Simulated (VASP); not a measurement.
A run of VASP 6.6.1 is set up as follows.

The input INCAR:

```
SYSTEM = Si2I
ALGO     = Normal         ! electronic algorithm
EDIFF    = 1E-7           ! SCF threshold, eV
ENCUT    = 520            ! plane-wave cutoff, eV
GGA      = PE             ! functional
ISIF     = 2              ! what is computed and relaxed
ISMEAR   = 0              ! smearing method
LASPH    = .True.         ! aspherical terms in the spheres
LCHARG   = .False.        ! write CHGCAR
LREAL    = .False.        ! projectors in reciprocal space
LWAVE    = .False.        ! write WAVECAR
NBANDS   = 24             ! bands
NELM     = 60             ! most SCF steps
PREC     = Accurate       ! precision mode
SIGMA    = 0.1            ! smearing width, eV
```

KPOINTS

```
k-points
0
Gamma
  4 2 6
  0 0 0
```

Contents of POSCAR:

```
Si2I
1.0
    5.2059318459      0.0000000000      0.0000000000
    0.0000000000      8.6019884178      0.0000000000
    0.0000000000      0.0000000000      3.5018993031
Si I
4 2
Direct
    0.3850252718      0.8784646795      0.5000000000
    0.8850252718      0.6215353205      0.0000000000
    0.6149747282      0.1215353205      0.5000000000
    0.1149747282      0.3784646795      0.0000000000
    0.5000000000      0.5000000000      0.5000000000
    0.0000000000      0.0000000000      0.0000000000
```

Potentials or basis: VASP PAW PBE potentials, release 64 (Si, I).

Launch:

```console
$ cat potpaw_PBE.64/Si/POTCAR potpaw_PBE.64/I/POTCAR > POTCAR
$ mpirun -np 1 vasp_std > vasp.out
```

(1) What does it give for the largest force?

(2) Predict the pressure.

(3) Estimate the band gap on the k mesh.

Results:

(1) 0.017 eV/Å.

(2) 0.2 GPa.

(3) zero (band 15 reaches 7.10 eV, above the bottom of band 16 at 4.68 eV).

Caveat: the k points lie up to 0.37 Å⁻¹ apart; spin-orbit coupling is left out, which moves the levels of the heavy elements.
